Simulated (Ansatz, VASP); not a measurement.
LuGaN2 in VASP and in Ansatz

```
Ga N Lu
1.0
     3.21706    0.00000    0.00000
     0.00000    3.21706    0.00000
     0.00000    0.00000    4.55453
Ga N Lu
1 2 1
Direct
  0.00000 0.00000 0.00000
  0.00000 0.00000 0.50000
  0.50000 0.50000 0.00000
  0.50000 0.50000 0.50000
```

Alike in both runs: task single point; functional PBE; k mesh 6 × 6 × 4; occupations fermi-dirac, width 0.02 eV; no spin polarisation.

|  | VASP | Ansatz |
| --- | --- | --- |
| version | VASP 6.6.1 | Ansatz 0.2.0 |
| potentials or method | VASP PAW PBE potentials, release 64 (Ga_d, N, Lu) | plane waves, PAW |
| plane-wave cutoff (eV) | 520 | 420 |
| valence electrons in the cell | 48 | 48 |

VASP gave:

| Item | Value |
| --- | --- |
| pressure (GPa) | 6.0 |

Question: Which values does Ansatz return?

Answer: Pressure (GPa): 5.1.

Spin-orbit coupling is off throughout.
